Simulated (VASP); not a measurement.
Wanted: the native input for a VASP 6.6.1 run.

- Task: single point
- Functional: PBE
- Potentials or basis: VASP PAW PBE potentials, release 64 (W_sv, C, H)
- Cutoff: 520 eV
- k mesh: 5 × 5 × 1
- Occupations: gaussian, width 0.15 eV
- Spin: no spin polarisation
- Dipole correction: no
- Further INCAR settings: LREAL = Auto; ALGO = Normal; EDIFF = 1e-07; NBANDS = 86

The structure of HW8C8 lies in POSCAR:

```
HW8C8
1.0
    5.7891000000      0.0000000000      0.0000000000
   -2.8945500000      5.0135080000      0.0000000000
    0.0000000000      0.0000000000     16.2481650000
W C H
8 8 1
Direct
    0.0000000000      0.0000000000      0.0615454114
    0.0005970885     -0.0007591491      0.2384780066
    0.0000000000      0.5000000000      0.0615454114
    0.0005978230      0.5013521470      0.2384779450
    0.5000000000      0.0000000000      0.0615454114
    0.5043471215      0.0021723312      0.2365302174
    0.5000000000      0.5000000000      0.0615454114
    0.4981218792      0.4990597402      0.2404014853
    0.3337241689      0.1675509444      0.1433055979
    0.3297106729      0.1581980123      0.3108522716
    0.3337242837      0.6661730668      0.1433051055
    0.3297112165      0.6715030673      0.3108516562
    0.8334886605      0.1667441241      0.1419010701
    0.8406490016      0.1703218585      0.3062193792
    0.8321175747      0.6660585762      0.1430411988
    0.8345595834      0.6672770842      0.3077651538
    0.3570337674      0.9285157219      0.3430712330
```

These files were run (other wordings do the same):

INCAR

```
SYSTEM = HW8C8
  PREC = Accurate
  ENCUT = 520
  EDIFF = 1E-7
  ISMEAR = 0
  SIGMA = 0.15
  LREAL = Auto
  LASPH = .True.
  NELM = 80
  ALGO = Normal
  ISIF = 2
  LWAVE = .False.
  LCHARG = .True.
  GGA = PE
  LELF = .True.
  LVHAR = .True.
  NBANDS = 86
```

KPOINTS

```
Automatic mesh
0
Gamma
  5 5 1
  0 0 0
```

Potentials or basis: VASP PAW PBE potentials, release 64 (W_sv, C, H).

The run is started by

```console
$ cat potpaw_PBE.64/W_sv/POTCAR potpaw_PBE.64/C/POTCAR potpaw_PBE.64/H/POTCAR > POTCAR
$ mpirun -np 1 vasp_std > vasp.out
```

It gave:

| Item | Value |
| --- | --- |
| Largest force | 0.210 eV/Å |

Wall time 21 min on 1 thread of Intel(R) Xeon(R) Platinum 8375C CPU @ 2.90GHz (Ice Lake), on a shared host, peak memory 0.73 GiB.
